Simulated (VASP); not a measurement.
A run of VASP 6.6.1:

File INCAR:

```
ALGO = Normal ; EDIFF = 1E-6
ENCUT = 500 ; GGA = PS
GGA_COMPAT = F ; ISIF = 2
ISMEAR = 0 ; LASPH = T
LCHARG = F ; LREAL = F
LWAVE = F ; NBANDS = 21
NELM = 120 ; PREC = Accurate
SIGMA = 0.1
```

The input KPOINTS:

```
k-points
0
Gamma
  24 24 12
```

The input POSCAR:

```
Ru
1.0
    2.6894812021      0.0000000000      0.0000000000
   -1.3447406010      2.3291590440      0.0000000000
    0.0425194305      0.0000000000      4.2519430510
Ru
2
Direct
    0.3333333333      0.6666666667      0.2500000000
    0.6666666666      0.3333333333      0.7500000000
```

Potentials or basis: VASP PAW PBE potentials, release 64 (Ru_pv).

Launch:

```console
$ cat potpaw_PBE.64/Ru_pv/POTCAR > POTCAR
$ mpirun -np 1 vasp_std > vasp.out
```

Hardware: 1 thread of Intel(R) Xeon(R) Platinum 8259CL CPU @ 2.50GHz (Skylake/Cascade Lake) (shared host).

Question: How long does it take, and how much memory?

Answer: Wall time 9.7 min on 1 thread of Intel(R) Xeon(R) Platinum 8259CL CPU @ 2.50GHz (Skylake/Cascade Lake), with other jobs on the host, peak memory 0.77 GiB. Counts: scf iterations 11, k points 1814.
